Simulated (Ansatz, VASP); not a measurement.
One calculation of Cd12O, two programs

```xyz
13
Lattice="5.9600 0.0000 0.0000 -4.4700 7.7423 0.0000 0.0000 0.0000 5.6203" Properties=species:S:1:pos:R:3 pbc="T T T"
Cd   -0.0007    0.0699   -0.1618
Cd   -0.0066    1.7271    2.7463
Cd   -1.5000    2.5749    0.0280
Cd   -1.5024    4.2855    2.7428
Cd   -2.9163    5.1193   -0.1325
Cd   -2.9108    6.9224    2.9341
Cd    2.9947    0.0153    0.0662
Cd    2.9894    1.7272    2.7792
Cd    1.4937    2.5740    0.0703
Cd    1.4874    4.2311    2.9672
Cd   -0.0640    5.1248   -0.1135
Cd   -0.0654    6.9202    2.9353
O     1.5170    6.0368    1.4123
```

Alike in both runs: functional PBE; k mesh 3 × 2 × 3; occupations fermi-dirac, width 0.1 eV; no spin polarisation.

Ansatz relaxed the structure, and its values are those at the end. VASP's run is a single point on that final structure, the one shown.

|  | VASP | Ansatz |
| --- | --- | --- |
| version | VASP 6.6.1 | Ansatz 0.2.0 |
| potentials or method | VASP PAW PBE potentials, release 64 (Cd, O), cutoff 520 eV | scalar-relativistic, plane waves, PAW |
| valence electrons in the cell | 150 | 246 |

VASP gave:

```
rms of the force components (eV/Å) : 0.040
```

Problem. What did Ansatz give for the same quantities?

Solution. rms of the force components (eV/Å): 0.036.

With one functional, cell and mesh, what is left measures potentials, basis and numerics. VASP's potentials hold 150 valence electrons a cell and Ansatz's 246, so a difference there can come from the potentials and not from the codes.

The k mesh is coarse, so the values compare programs but aren't converged.
